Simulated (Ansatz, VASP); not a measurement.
## Two plane-wave programs on Ag

Contents of INCAR:

```
ALGO     = Normal         # electronic algorithm
EDIFF    = 1E-6           # SCF threshold, eV
ENCUT    = 520            # plane-wave cutoff, eV
GGA      = PE             # functional
ISIF     = 2              # what is computed and relaxed
ISMEAR   = -1             # smearing method
LASPH    = T              # aspherical terms in the spheres
LCHARG   = F              # write CHGCAR
LREAL    = F              # projectors in reciprocal space
LWAVE    = F              # write WAVECAR
NBANDS   = 12             # bands
NELM     = 60             # most SCF steps
PREC     = Accurate       # precision mode
SIGMA    = 0.6            # smearing width, eV
```

File KPOINTS:

```
k-points
0
Gamma
  13 13 13
```

File POSCAR:

```
Ag
1.0
    0.0000000000      2.0734381516      2.0734381516
    2.0734381516      0.0000000000      2.0734381516
    2.0734381516      2.0734381516      0.0000000000
Ag
1
Direct
    0.0000000000      0.0000000000      0.0000000000
```

Input for Ansatz:

```yaml
crystal:
  lattice:
    - [0.0, 2.0734381516, 2.0734381516]
    - [2.0734381516, 0.0, 2.0734381516]
    - [2.0734381516, 2.0734381516, 0.0]
  atoms:
    - { symbol: Ag, position: [0.0, 0.0, 0.0] }
hamiltonian:
  xc: pbe
  pseudopotentials:
    kind: paw
    azcp:
      Ag: "pseudopotentials/Ag.paw.azcp"
basis:
  ecutwfc: 420
  fft_grid_basis: typed
kpoints:
  mp_grid: { grid: [13, 13, 13], shift: [0, 0, 0] }
magnetization:
  spin_polarized: false
scf:
  occupations: { method: fermi_dirac, width: 0.6 }
  lower_state_search: "off"
output:
  stress: true
```

Alike in both runs: task single point; functional PBE; k mesh 13 × 13 × 13; occupations fermi-dirac, width 0.6 eV; no spin polarisation.

```csv
,VASP,Ansatz
version,VASP 6.6.1,Ansatz 0.2.0
potentials or method,"VASP PAW PBE potentials, release 64 (Ag), cutoff 520 eV","plane waves (420 eV) with PAW, scalar-relativistic"
valence electrons in the cell,11,19
```

|  | VASP | Ansatz | Ansatz less VASP |
| --- | --- | --- | --- |
| pressure (GPa) | 0.9 | 1.0 | +0.13 |

VASP's potentials hold 11 valence electrons a cell and Ansatz's 19, so a difference there can come from the potentials and not from the codes.
